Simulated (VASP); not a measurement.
A run of VASP 6.6.1:

File INCAR:

```
SYSTEM = Si
PREC = Accurate
ENCUT = 520
EDIFF = 1E-6
ISMEAR = 0
SIGMA = 0.15
LREAL = .FALSE.
LASPH = .TRUE.
NELM = 100
ALGO = Normal
ISIF = 2
LWAVE = .FALSE.
LCHARG = .FALSE.
GGA = PE
NBANDS = 8
```

Contents of KPOINTS:

```
regular mesh
0
G
  24 24 24
  0 0 0
```

Contents of POSCAR:

```
Si
1.0
    2.6421154114      0.0000000000      0.0000000000
   -1.3210577057      2.2881390660      0.0858052150
    0.0000000000      0.0936340710      2.4969085588
Si
1
Direct
    0.0000000000      0.0000000000      0.0000000000
```

Potentials or basis: VASP PAW PBE potentials, release 64 (Si).

The run is started by

```bash
$ cat potpaw_PBE.64/Si/POTCAR > POTCAR
$ mpirun -np 1 vasp_std > vasp.out
```

Hardware: 1 thread of Intel(R) Xeon(R) Platinum 8259CL CPU @ 2.50GHz (Skylake/Cascade Lake), on a shared host.

Q: How long does it take, and how much memory?

A: Wall time 3.2 min on 1 thread of Intel(R) Xeon(R) Platinum 8259CL CPU @ 2.50GHz (Skylake/Cascade Lake) (shared host), peak memory 0.45 GiB. Counts: scf iterations 10, k points 3614.
